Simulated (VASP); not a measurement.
Crystal: RbBr.

```
Rb Br
1.0
     0.00000    3.46083    3.54735
     3.46083    0.00000    3.54735
     3.46083    3.46083    0.00000
Rb Br
1 1
Direct
  0.00000 0.00000 0.00000
  0.50000 0.50000 0.50000
```

This cell differs from its parent crystal: uniaxial z strain +2.5%.

Base run:

| Item | Value |
| --- | --- |
| Program | VASP 6.6.1 |
| Functional | PBE |
| Potentials or basis | VASP PAW PBE potentials, release 64 (Rb_sv, Br) |
| Cutoff | 520 eV |
| k mesh | 4 × 4 × 4 |
| Occupations | gaussian, width 0.01 eV |
| Spin | no spin polarisation |

Its results: band gap on the k mesh 4.22 eV; pressure 0.2 GPa.

Problem. The run is repeated on the same cell with these changes: functional from PBE to HSE06. What comes out?

Solution. Band gap on the k mesh 5.37 eV; pressure 0.0 GPa.

Caveats: the PAW data sets were made with another functional, which shifts forces and pressure a little (at least some runs).

